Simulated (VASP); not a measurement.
Set up this calculation in VASP 6.6.1, as the native input.

- Task: single point
- Functional: PBE
- Dispersion: D3(BJ)
- Potentials or basis: VASP PAW PBE potentials, release 64 (Al)
- Cutoff: 500 eV
- k mesh: 9 × 9 × 6
- Occupations: tetrahedron
- Spin: no spin polarisation
- Dipole correction: no
- Further INCAR settings: ALGO = Normal; EDIFF = 1e-06; NBANDS = 10

The structure of Al lies in POSCAR:

```
Al
1.0
    2.8124553515      0.0000000000      0.0000000000
   -1.4062276757      2.4356577814      0.0000000000
    0.0000000000      0.0000000000      4.8668500000
Al
2
Direct
    0.7786666667      1.3103333333      0.8650000000
    0.4453333333      1.6436666667      0.3650000000
```

The input as run:

INCAR

```
SYSTEM = Al
PREC     = Accurate       ! precision mode
ENCUT    = 500            ! plane-wave cutoff, eV
EDIFF    = 1E-6           ! SCF threshold, eV
ISMEAR   = -4             ! smearing method
SIGMA    = 0.1            ! smearing width, eV
LREAL    = .FALSE.        ! projectors in reciprocal space
LASPH    = .TRUE.         ! aspherical terms in the spheres
NELM     = 120            ! most SCF steps
ALGO     = Normal         ! electronic algorithm
ISIF     = 2              ! what is computed and relaxed
LWAVE    = .FALSE.        ! write WAVECAR
LCHARG   = .FALSE.        ! write CHGCAR
GGA      = PE             ! functional
IVDW     = 12             ! dispersion correction
NBANDS   = 10             ! bands
GGA_COMPAT= .FALSE.
```

KPOINTS

```
Automatic mesh
0
G
  9 9 6
  0 0 0
```

Potentials or basis: VASP PAW PBE potentials, release 64 (Al).

Run with:

```bash
$ cat potpaw_PBE.64/Al/POTCAR > POTCAR
$ mpirun -np 1 vasp_std > vasp.out
```

It gave:

```yaml
Pressure: -3.3 GPa
Band_gap_on_the_k_mesh: zero (band 3 reaches 11.21 eV, above the bottom of band 4 at 5.03 eV)
Dispersion_energy_per_atom: -0.333 eV
```

Caveat: pairwise dispersion overbinds metals, which lowers pressure and volume.

It took 16 s on 1 thread of AMD EPYC 7R13 (shared host), peak memory 0.13 GiB.
